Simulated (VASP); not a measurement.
Wanted: the native input for a VASP 6.6.1 run.

- Task: single point
- Functional: PBE
- Potentials or basis: VASP PAW PBE potentials, release 64 (Cu)
- Cutoff: 520 eV
- k mesh: 22 × 22 × 22
- Occupations: gaussian, width 0.15 eV
- Spin: no spin polarisation
- Dipole correction: no
- Further INCAR settings: ALGO = Normal; EDIFF = 1e-07; NBANDS = 12

The structure of Cu lies in POSCAR:

```
Cu
1.0
    0.0000000000      1.8075000000      1.6629000000
    1.8075000000      0.0000000000      1.6629000000
    1.8075000000      1.8075000000      0.0000000000
Cu
1
Direct
    0.0000000000      0.0000000000      0.0000000000
```

This cell differs from its parent crystal: strain +0.000 along x and y, -0.080 along z.

The input as run:

INCAR

```
PREC = Accurate
ENCUT = 520
EDIFF = 1E-7
ISMEAR = 0
SIGMA = 0.15
LREAL = F
LASPH = T
NELM = 60
ALGO = Normal
ISIF = 2
LWAVE = F
LCHARG = T
GGA = PE
LELF = T
LVHAR = T
NBANDS = 12
```

KPOINTS

```
Automatic mesh
0
Gamma
  22 22 22
```

Potentials or basis: VASP PAW PBE potentials, release 64 (Cu).

Command:

```sh
$ cat potpaw_PBE.64/Cu/POTCAR > POTCAR
$ mpirun -np 1 vasp_std > vasp.out
```

Results of the run:

```
Pressure : 17.9 GPa
```

Caveat: the cell differs from its parent crystal (strain +0.000 along x and y, -0.080 along z).

It took 40 s on 1 thread of Intel(R) Xeon(R) 6975P-C (Granite Rapids), with other jobs on the host, peak memory 0.21 GiB.
